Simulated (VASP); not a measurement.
Write the native input for VASP 6.6.1 that does the following.

```
Task                   : single point
Functional             : PBEsol
Potentials or basis    : VASP PAW PBE potentials, release 64 (In_d, Sb)
Cutoff                 : 500 eV
k mesh                 : 4 × 4 × 4
Occupations            : gaussian, width 0.01 eV
Spin                   : no spin polarisation
Dipole correction      : no
Further INCAR settings : ALGO = Normal; EDIFF = 1e-06; NBANDS = 22
```

The structure of InSb3 lies in POSCAR:

```
InSb3
1.0
    5.6167934163      0.0000000000      0.0000000000
    0.0000000000      5.6167934163      0.0000000000
    0.0000000000      0.0000000000      5.6167934163
In Sb
1 3
Direct
    0.0000000000      0.0000000000      0.0000000000
    0.5000000000      0.0000000000      0.0000000000
    0.0000000000      0.0000000000      0.5000000000
    0.0000000000      0.5000000000      0.0000000000
```

The input as run:

INCAR

```
SYSTEM = InSb3
ALGO     = Normal         ! electronic algorithm
EDIFF    = 1E-6           ! SCF threshold, eV
ENCUT    = 500            ! plane-wave cutoff, eV
GGA      = PS             ! functional
GGA_COMPAT= .False.      
ISIF     = 2              ! what is computed and relaxed
ISMEAR   = 0              ! smearing method
LASPH    = .True.         ! aspherical terms in the spheres
LCHARG   = .False.        ! write CHGCAR
LREAL    = .False.        ! projectors in reciprocal space
LWAVE    = .False.        ! write WAVECAR
NBANDS   = 22             ! bands
NELM     = 120            ! most SCF steps
PREC     = Accurate       ! precision mode
SIGMA    = 0.01           ! smearing width, eV
```

KPOINTS

```
k-points
0
Gamma
  4 4 4
  0 0 0
```

Potentials or basis: VASP PAW PBE potentials, release 64 (In_d, Sb).

Command:

```console
$ cat potpaw_PBE.64/In_d/POTCAR potpaw_PBE.64/Sb/POTCAR > POTCAR
$ mpirun -np 1 vasp_std > vasp.out
```

Results of the run:

```yaml
Pressure: 0.0 GPa
Band_gap_on_the_k_mesh: zero (band 14 reaches 3.83 eV, above the bottom of band 15 at 2.31 eV)
```

Caveat: the PAW data sets were made with another functional, which shifts forces and pressure a little; spin-orbit coupling is left out, which moves the levels of the heavy elements.

Run time: 78 s on 1 thread of Intel Xeon 8259CL, on a shared host, peak memory 0.26 GiB.
